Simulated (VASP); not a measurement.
Input of a VASP 6.6.1 run:

INCAR

```
PREC     = Accurate       # precision mode
ENCUT    = 520            # plane-wave cutoff, eV
EDIFF    = 1E-6           # SCF threshold, eV
ISMEAR   = -1             # smearing method
SIGMA    = 0.1            # smearing width, eV
LREAL    = F              # projectors in reciprocal space
LASPH    = T              # aspherical terms in the spheres
NELM     = 100            # most SCF steps
ALGO     = Normal         # electronic algorithm
ISIF     = 2              # what is computed and relaxed
LWAVE    = F              # write WAVECAR
LCHARG   = T              # write CHGCAR
GGA      = PE             # functional
LELF     = T              # ELF
LVHAR    = T            
NBANDS   = 7              # bands
```

The input KPOINTS:

```
Automatic mesh
0
Gamma
  16 16 16
```

The input POSCAR:

```
Mg
1.0
   -1.4715783333      1.4715783333      1.4765000000
    1.4715783333     -1.4715783333      1.4765000000
    1.4715783333      1.4715783333     -1.4765000000
Mg
1
Direct
    0.0000000000      0.0000000000      0.0000000000
```

Potentials or basis: VASP PAW PBE potentials, release 64 (Mg).

The run is started by

```bash
$ cat potpaw_PBE.64/Mg/POTCAR > POTCAR
$ mpirun -np 1 vasp_std > vasp.out
```

Problem. What does it give for the pressure?

Solution. 65.0 GPa.

Problem. Predict the band gap on the k mesh.

Solution. Zero (band 1 reaches 10.50 eV, above the bottom of band 2 at 5.70 eV).

Stress tensor (GPa, compression positive):
```
65.13  0.00  0.00
 0.00 65.13  0.00
 0.00  0.00 64.87
```
